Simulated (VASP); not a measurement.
# SnO2 (I4_1/amd) in VASP: notebook

Runs on SnO2. Level: r2SCAN. Tasks: single point.

All numbers are computed with VASP 6.6.1; they aren't measurements. Logs are shortened: lines on timing, memory, paths and dates and some standing lists are left out, and cuts for length are marked.

## (1) The cell of the first run

The structure is tetragonal, space group I4_1/amd (No. 141). The conventional cell has a = 4.000 Å, b = 4.000 Å, c = 10.247 Å, α = 90.00°, β = 90.00°, γ = 90.00°. Within 2.7 Å of Sn (site symmetry -4m2) lie 6 O at 2.06 to 2.09 Å. O (site symmetry 2mm) has 3 Sn at 2.06 to 2.09 Å and 2 O at 2.57 Å within 2.7 Å.

## (2) Single point, r2SCAN

Input file POSCAR:

```
SnO2
1.0
   -2.0000686100      2.0000686100      5.1236788600
    2.0000686100     -2.0000686100      5.1236788600
    2.0000686100      2.0000686100     -5.1236788600
Sn O
2 4
Direct
    0.7500000000      0.2500000000      0.5000000000
    0.0000000000      0.0000000000      0.0000000000
    0.7965225898      0.7965225898      0.0000000000
    0.9534774092      0.4534774092      0.5000000000
    0.2034774102      0.2034774102      0.0000000000
    0.5465225898      0.0465225898      0.5000000000
```

Input file INCAR.step1:

```
SYSTEM = SnO2
ALGO = Normal
EDIFF = 1E-4
ENCUT = 520
GGA = PE
ISMEAR = 0
ISYM = 0
LASPH = .TRUE.
LCHARG = .FALSE.
LREAL = .FALSE.
LWAVE = .TRUE.
NBANDS = 35
NELM = 100
PREC = Accurate
SIGMA = 0.01
```

Input file INCAR.step2:

```
SYSTEM = SnO2
ALGO = Normal
EDIFF = 1E-6
ENCUT = 520
ISIF = 2
ISMEAR = 0
ISTART = 1
ISYM = 0
LASPH = .TRUE.
LCHARG = .FALSE.
LMIXTAU = .TRUE.
LREAL = .FALSE.
LWAVE = .FALSE.
METAGGA = R2SCAN
NBANDS = 35
NELM = 100
PREC = Accurate
SIGMA = 0.01
```

Input file KPOINTS:

```
k-points
0
G
  3 3 5
  0 0 0
```

Potentials or basis: VASP PAW PBE potentials, release 64 (Sn_d, O).

Launch:

```console
$ cat potpaw_PBE.64/Sn_d/POTCAR potpaw_PBE.64/O/POTCAR > POTCAR
$ cp INCAR.step1 INCAR
$ mpirun -np 1 vasp_std > vasp.out
$ cp INCAR.step2 INCAR
$ mpirun -np 1 vasp_std > vasp.out
```

OUTCAR:

```text
SYSTEM = SnO2
   EDIFF = 1E-6
   ENCUT = 520
   ISIF = 2
   ISMEAR = 0
   ISTART = 1
   ISYM = 0
   LASPH = .TRUE.
   LREAL = .FALSE.
   METAGGA = R2SCAN
   NELM = 100
   PREC = Accurate

 ion  position               nearest neighbor table
   1  0.750  0.250  0.500-   3 2.06   5 2.06   3 2.06   5 2.06   4 2.09   6 2.09   2 3.25   2 3.25
                             2 3.25   2 3.25
   2  0.000  0.000  0.000-   6 2.06   6 2.06   4 2.06   4 2.06   3 2.09   5 2.09   1 3.25   1 3.25
                             1 3.25   1 3.25
   3  0.797  0.797  0.000-   1 2.06   1 2.06   2 2.09
   4  0.953  0.453  0.500-   2 2.06   2 2.06   1 2.09
   5  0.203  0.203  0.000-   1 2.06   1 2.06   2 2.09
   6  0.547  0.047  0.500-   2 2.06   2 2.06   1 2.09

IMPORTANT INFORMATION: All symmetrisations will be switched off!
NOSYMM: (Re-)initialisation of all symmetry stuff for point group C_1.

----------------------------------------------------------------------------------------

                                     Primitive cell

  volume of cell :      81.9845

  direct lattice vectors                    reciprocal lattice vectors
    -2.000068610  2.000068610  5.123678860     0.000000000  0.249991424  0.097586132
     2.000068610 -2.000068610  5.123678860     0.249991424  0.000000000  0.097586132
     2.000068610  2.000068610 -5.123678860     0.249991424  0.249991424  0.000000000

  length of vectors
     5.852574985  5.852574985  5.852574985     0.268363122  0.268363122  0.353541262

  position of ions in fractional coordinates (direct lattice)
     0.750000000  0.250000000  0.500000000
     0.000000000  0.000000000  0.000000000
     0.796522590  0.796522590  0.000000000
     0.953477409  0.453477409  0.500000000
     0.203477410  0.203477410  0.000000000
     0.546522590  0.046522590  0.500000000

  ion indices of the primitive-cell ions
   primitive index   ion index
                 1           1
                 2           2
                 3           3
                 4           4
                 5           5
                 6           6

----------------------------------------------------------------------------------------

 KPOINTS: k-points

Automatic generation of k-mesh.
 Grid dimensions read from file:
 generate k-points for:    3    3    5

 Generating k-lattice:

  Cartesian coordinates                     Fractional coordinates (reciprocal lattice)
     0.000000000  0.083330475  0.032528711     0.333333333  0.000000000 -0.000000000
     0.083330475  0.000000000  0.032528711     0.000000000  0.333333333 -0.000000000
     0.049998285  0.049998285  0.000000000     0.000000000  0.000000000  0.200000000

  Length of vectors
     0.089454374  0.089454374  0.070708252

  Shift w.r.t. Gamma in fractional coordinates (k-lattice)
     0.000000000  0.000000000  0.000000000

 -----------------------------------------------------------------------------
|                                                                             |
|           W    W    AA    RRRRR   N    N  II  N    N   GGGG   !!!           |
|           W    W   A  A   R    R  NN   N  II  NN   N  G    G  !!!           |
|           W    W  A    A  R    R  N N  N  II  N N  N  G       !!!           |
|           W WW W  AAAAAA  RRRRR   N  N N  II  N  N N  G  GGG   !            |
|           WW  WW  A    A  R   R   N   NN  II  N   NN  G    G                |
|           W    W  A    A  R    R  N    N  II  N    N   GGGG   !!!           |
|                                                                             |
|     Your reciprocal lattice and k-lattice belong to different lattice       |
|     classes:                                                                |
|                                                                             |
|        The reciprocal lattice is body-centered tetragonal,                  |
|        whereas your k-lattice is base-centered monoclinic.                  |
|                                                                             |
|     Results are often still useful ...                                      |
|                                                                             |
 -----------------------------------------------------------------------------

 WARNING: IBZKPT: internal override: KBLOWUP is changed to .FALSE.
      ... skipping the blow-up phase ...

 Subroutine IBZKPT returns following result:
 ===========================================

 Found     23 irreducible k-points:

 Following reciprocal coordinates:
            Coordinates               Weight
  0.000000  0.000000  0.000000      1.000000
  0.333333 -0.000000  0.000000      2.000000
 -0.000000  0.333333  0.000000      2.000000
  0.333333  0.333333  0.000000      2.000000
 -0.333333  0.333333  0.000000      2.000000
  0.000000  0.000000  0.200000      2.000000
[... 15 lines left out ...]
  0.333333 -0.333333  0.400000      2.000000
 -0.333333 -0.333333  0.400000      2.000000
   k-points           NKPTS =     23   k-points in BZ     NKDIM =     23   number of bands    NBANDS=     35
   number of dos      NEDOS =    301   number of ions     NIONS =      6
   total plane-waves  NPLWV = 110592
   dimension x,y,z NGX =    48 NGY =   48 NGZ =   48
   dimension x,y,z NGXF=    96 NGYF=   96 NGZF=   96
   ions per type =               2   4
   NGX,Y,Z   is equivalent  to a cutoff of  13.63, 13.63, 13.63 a.u.
   NGXF,Y,Z  is equivalent  to a cutoff of  27.27, 27.27, 27.27 a.u.
 SYSTEM =  SnO2
   PREC   = accura    normal or accurate (medium, high low for compatibility)
   ISTART =      1    job   : 0-new  1-cont  2-samecut
   ICHARG =      0    charge: 1-file 2-atom 10-const
   ISPIN  =      1    spin polarized calculation?
   LNONCOLLINEAR =      F non collinear calculations
   LSORBIT =      F    spin-orbit coupling
   LASPH  =      T    aspherical Exc in radial PAW
   ENCUT  =  520.0 eV  38.22 Ry    6.18 a.u.  10.88 10.88 10.88*2*pi/ulx,y,z
   NELM   =    100;   NELMIN=  2; NELMDL=  0     # of ELM steps
   EDIFF  = 0.1E-05   stopping-criterion for ELM
   LREAL  =      F    real-space projection
   EDIFFG = 0.1E-04   stopping-criterion for IOM
   NSW    =      0    number of steps for IOM
   IBRION =     -1    ionic relax: 0-MD 1-quasi-New 2-CG
   NFREE  =      0    steps in history (QN), initial steepest desc. (CG)
   ISIF   =      2    stress and relaxation
   ISYM   =      0    0-nonsym 1-usesym 2-fastsym
   POTIM  = 0.5000    time-step for ionic-motion
   TEBEG  =    0.0;   TEEND  =   0.0 temperature during run
   PSTRESS=    0.0 pullay stress
   NELECT =      52.0000    total number of electrons
   NUPDOWN=      -1.0000    fix difference up-down
   EMIN   =  10.00;   EMAX   =-10.00  energy-range for DOS
   EFERMI =   0.00;   METHOD = LEGACY
   ISMEAR =     0;   SIGMA  =   0.01  broadening in eV -4-tet -1-fermi 0-gaus
   EFERMI_NEDOS =   21; number of points for ismear=-14 and -15
   IALGO  =     38    algorithm
   IMIX   =      4    mixing-type and parameters
     AMIX     =   0.40;   BMIX     =  1.00
     AMIX_MAG =   1.60;   BMIX_MAG =  1.00
  volume/ion in A,a.u.               =      13.66        92.21
  Fermi-wavevector in a.u.,A,eV,Ry     =   1.406583  2.658057 26.918799  1.978476
  Thomas-Fermi vector in A             =   2.528929
   LORBIT       =      0    0 simple, 1 ext, 2 COOP (PROOUT), +10 PAW based schemes
   METAGGA = R2SCAN    functional components
   LHFCALC =     F    Hartree Fock is set to
   AEXX    =    0.0000 exact exchange contribution
   IVDW    =     0    specifies the selected vdW correction
   LEPSILON=     F    determine dielectric tensor
   LRPA    =     F    only Hartree local field effects (RPA)
 non-spin polarized calculation
 Gauss-broadening in eV      SIGMA  =   0.01
  energy-cutoff  :      520.00
  volume of cell :       81.98
 maximum number of plane-waves:      2229
 NGX is ok and might be reduce to    48
   NGX = 21   NGY = 21   NGZ = 21

 number of electron      52.0000007 magnetization

 Free energy of the ion-electron system (eV)
  ---------------------------------------------------
  ext. energy  EPLUGINS =         0.00000000
  ---------------------------------------------------
  free energy    TOTEN  =       -84.10516851 eV

  energy without entropy =      -84.10516851  energy(sigma->0) =      -84.10516851

 E-fermi :   3.6647     XC(G=0): -11.0481

 val. band max:        3.6051858265   @ k =   0.0000   0.0000   0.4000
 cond. band min:       5.9143853543   @ k =   0.0000   0.0000   0.0000
 fundamental gap:      2.3091995278
 Fermi energy:         3.6646560992

 k-point     1 :       0.0000    0.0000    0.0000
  band No.  band energies     occupation
      1     -17.4225      2.00000
      2     -17.4037      2.00000
      3     -17.2454      2.00000
      4     -16.5579      2.00000
      5     -16.4009      2.00000
      6     -16.4009      2.00000
[... 27 lines left out ...]
     34      16.7474      0.00000
     35      17.0477      0.00000

 k-point     2 :       0.3333   -0.0000    0.0000
  band No.  band energies     occupation
      1     -17.4420      2.00000
      2     -17.2036      2.00000
      3     -16.9611      2.00000
      4     -16.6091      2.00000
      5     -16.4176      2.00000
      6     -16.3960      2.00000
[... 27 lines left out ...]
     34      15.9668      0.00000
     35      16.3883      0.00000

 k-point     3 :      -0.0000    0.3333    0.0000
  band No.  band energies     occupation
      1     -17.4420      2.00000
      2     -17.2035      2.00000
      3     -16.9611      2.00000
      4     -16.6091      2.00000
      5     -16.4176      2.00000
      6     -16.3960      2.00000
[... 27 lines left out ...]
     34      15.9668      0.00000
     35      16.3883      0.00000
[... 685 lines left out ...]
 k-point    22 :       0.3333   -0.3333    0.4000
  band No.  band energies     occupation
      1     -17.5044      2.00000
      2     -17.4024      2.00000
      3     -16.7547      2.00000
      4     -16.5315      2.00000
      5     -16.4269      2.00000
      6     -16.3849      2.00000
[... 27 lines left out ...]
     34      15.9754      0.00000
     35      16.5891      0.00000

 k-point    23 :      -0.3333   -0.3333    0.4000
  band No.  band energies     occupation
      1     -17.5932      2.00000
      2     -17.4720      2.00000
      3     -16.9454      2.00000
      4     -16.4964      2.00000
      5     -16.4286      2.00000
      6     -16.4264      2.00000
[... 27 lines left out ...]
     34      16.9858      0.00000
     35      17.4136      0.00000

------------------------ aborting loop because EDIFF is reached ----------------------------------------

  FORCE on cell =-STRESS in cart. coord.  units (eV):
  Direction    XX          YY          ZZ          XY          YZ          ZX
  --------------------------------------------------------------------------------------
  -------------------------------------------------------------------------------------
  Total        0.1094133      0.1094320     -0.1154158      0.0027075     -0.0002671     -0.0002674
  in kB        2.1382038      2.1385679     -2.2555068      0.0529104     -0.0052206     -0.0052248
  external PRESSURE =       0.6737550 kB  Pullay stress =       0.0000000 kB

 VOLUME and BASIS-vectors are now :
 -----------------------------------------------------------------------------
  energy-cutoff  :      520.00
  volume of cell :       81.98
      direct lattice vectors                 reciprocal lattice vectors
    -2.000068610  2.000068610  5.123678860     0.000000000  0.249991424  0.097586132
     2.000068610 -2.000068610  5.123678860     0.249991424  0.000000000  0.097586132
     2.000068610  2.000068610 -5.123678860     0.249991424  0.249991424  0.000000000

 POSITION                                       TOTAL-FORCE (eV/Angst)
 -----------------------------------------------------------------------------------
     -0.00000      2.00007      2.56184         0.000243     -0.000235      0.000000
      0.00000      0.00000      0.00000        -0.000228      0.000235     -0.000000
      0.00000      0.00000      8.16225        -0.000073      0.000992      0.011285
      0.00000      2.00007      4.64695         0.000058     -0.000992     -0.011285
      0.00000      0.00000      2.08511        -0.000992      0.000065     -0.011286
      0.00000      2.00007      0.47673         0.000992     -0.000065      0.011286
 -----------------------------------------------------------------------------------
    total drift:                                0.000000      0.000000     -0.000000

  FREE ENERGIE OF THE ION-ELECTRON SYSTEM (eV)
  ---------------------------------------------------
  free  energy   TOTEN  =       -84.1051685081 eV

  energy  without entropy=      -84.1051685081  energy(sigma->0) =      -84.10516851
```

It took 7.4 min on 1 thread of Intel Xeon Platinum 8259CL at 2.50GHz (Skylake/Cascade Lake), shared host; peak memory 0.36 GiB.

What came out:

```yaml
Free_energy: -84.1052 eV
Pressure: 0.1 GPa
Largest_force: 0.011 eV/Å
Band_gap_on_the_k_mesh: 2.31 eV, indirect (least direct gap 2.70 eV)
```

Forces in eV/Å, atoms in the order of the input:
```
Sn   0.000  0.000  0.000
Sn   0.000  0.000  0.000
O    0.000  0.001  0.011
O    0.000 -0.001 -0.011
O   -0.001  0.000 -0.011
O    0.001  0.000  0.011
```

Levels at points of the mesh, in eV from the valence-band top:
```csv
k point,band 22,band 23,band 24,band 25,band 26,band 27,band 28,band 29,band 30,band 31
"(0.00, 0.00, 0.00)",-0.99,-0.66,-0.66,-0.39,-0.39,2.31,6.35,9.96,10.60,10.77
```

Caveat: the k points lie up to 0.56 Å⁻¹ apart; the PAW data sets were made with another functional, which shifts forces and pressure a little; spin-orbit coupling is left out, which moves the levels of the heavy elements. A k mesh can miss the band edges.

## (3) Single point, r2SCAN

POSCAR is that of step 2.

Input file INCAR.step1:

```
PREC     = Accurate       # precision mode
ENCUT    = 520            # plane-wave cutoff, eV
ISMEAR   = 0              # smearing method
SIGMA    = 0.01           # smearing width, eV
LREAL    = False          # projectors in reciprocal space
LASPH    = True           # aspherical terms in the spheres
NELM     = 100            # most SCF steps
ISYM     = 0            
NBANDS   = 35             # bands
GGA      = PE             # functional
ALGO     = Normal         # electronic algorithm
EDIFF    = 1E-4           # SCF threshold, eV
LWAVE    = True           # write WAVECAR
LCHARG   = False          # write CHGCAR
```

Input file INCAR.step2:

```
PREC     = Accurate       # precision mode
ENCUT    = 520            # plane-wave cutoff, eV
EDIFF    = 1E-7           # SCF threshold, eV
ISMEAR   = 0              # smearing method
SIGMA    = 0.01           # smearing width, eV
LREAL    = False          # projectors in reciprocal space
LASPH    = True           # aspherical terms in the spheres
NELM     = 100            # most SCF steps
ALGO     = Normal         # electronic algorithm
ISIF     = 2              # what is computed and relaxed
LWAVE    = False          # write WAVECAR
LCHARG   = True           # write CHGCAR
METAGGA  = R2SCAN         # meta-GGA
LMIXTAU  = True         
LELF     = True           # ELF
LVHAR    = True         
ISYM     = 0            
NBANDS   = 35             # bands
ISTART   = 1
```

Input file KPOINTS:

```
Automatic mesh
0
Gamma
  3 3 5
```

Potentials or basis: VASP PAW PBE potentials, release 64 (Sn_d, O).

Launch:

```console
$ cat potpaw_PBE.64/Sn_d/POTCAR potpaw_PBE.64/O/POTCAR > POTCAR
$ cp INCAR.step1 INCAR
$ mpirun -np 1 vasp_std > vasp.out
$ cp INCAR.step2 INCAR
$ mpirun -np 1 vasp_std > vasp.out
```

Wall time 8.9 min (1 thread of Intel Xeon Platinum 8259CL at 2.50GHz (Skylake/Cascade Lake), shared host); peak memory 0.36 GiB.

The run converged. Its results:

| Quantity | Value |
| --- | --- |
| Free energy | -84.1052 eV |
| Pressure | 0.1 GPa |
| Largest force | 0.011 eV/Å |
| Band gap on the k mesh | 2.31 eV, indirect (least direct gap 2.70 eV) |

Forces on the atoms (eV/Å):
```
Sn   0.000  0.000  0.000
Sn   0.000  0.000  0.000
O    0.000  0.001  0.011
O    0.000 -0.001 -0.011
O   -0.001  0.000 -0.011
O    0.001  0.000  0.011
```

Stress tensor (GPa, compression positive):
```
 0.22  0.01  0.00
 0.01  0.22  0.00
 0.00  0.00 -0.22
```

Levels at points of the mesh, in eV from the valence-band top:
```csv
k point,band 23,band 24,band 25,band 26,band 27,band 28,band 29,band 30
"(0.00, 0.00, 0.00)",-0.66,-0.66,-0.39,-0.39,2.31,6.35,9.96,10.60
```

Caveat: the k points lie up to 0.56 Å⁻¹ apart; the PAW data sets were made with another functional, which shifts forces and pressure a little; spin-orbit coupling is left out, which moves the levels of the heavy elements.
